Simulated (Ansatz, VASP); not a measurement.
## One calculation of NaF, two programs

The input INCAR:

```
PREC = Accurate
ENCUT = 520
EDIFF = 1E-6
ISMEAR = 0
SIGMA = 0.05
LREAL = False
LASPH = True
NELM = 80
ALGO = Normal
ISIF = 2
LWAVE = False
LCHARG = False
GGA = CA
NBANDS = 14
```

The input KPOINTS:

```
regular mesh
0
Gamma
  8 8 8
```

POSCAR

```
NaF
1.0
    0.0000000000      2.2071350000      2.3813825000
    2.2071350000      0.0000000000      2.3813825000
    2.2071350000      2.2071350000      0.0000000000
Na F
1 1
Direct
    0.0000000000      0.0000000000      0.0000000000
    0.5000000000      0.5000000000      0.5000000000
```

Input for Ansatz:

```yaml
crystal:
  lattice:
    - [0.0, 2.207135, 2.3813825]
    - [2.207135, 0.0, 2.3813825]
    - [2.207135, 2.207135, 0.0]
  atoms:
    - { symbol: Na, position: [0.0, 0.0, 0.0] }
    - { symbol: F, position: [0.5, 0.5, 0.5] }
basis:
  ecutwfc: 420
kpoints:
  mp_grid: { grid: [8, 8, 8] }
hamiltonian:
  xc: lda
scf:
  occupations: { method: gaussian, width: 0.05 }
output:
  forces: true
  stress: true
  eigenvalues: true
```

Change from the starting cell: strain -0.050 along x and y, +0.025 along z, atoms carried along.

Alike in both runs: task single point; functional LDA; k mesh 8 × 8 × 8; occupations gaussian, width 0.05 eV; no spin polarisation.

```csv
,VASP,Ansatz
version,VASP 6.6.1,Ansatz 0.2.0
potentials or method,"VASP PAW LDA potentials, release 64 (Na_pv, F), cutoff 520 eV","scalar-relativistic, plane waves, PAW"
valence electrons in the cell,14,16
```

```tsv
	VASP	Ansatz	Ansatz less VASP
gap on the k mesh at the Fermi level (eV)	6.32	6.34	+0.024
least direct gap on the mesh (eV)	6.32	6.34	+0.024
pressure (GPa)	-0.2	-0.2	+0.02
traceless stress, the component that is largest in VASP (GPa)	-4.59	-4.44	+0.150
```

LDA's correlation is that of Perdew and Zunger in VASP and of Perdew and Wang (1992) in Ansatz. VASP's potentials hold 14 valence electrons a cell and Ansatz's 16, so a difference there can come from the potentials and not from the codes.
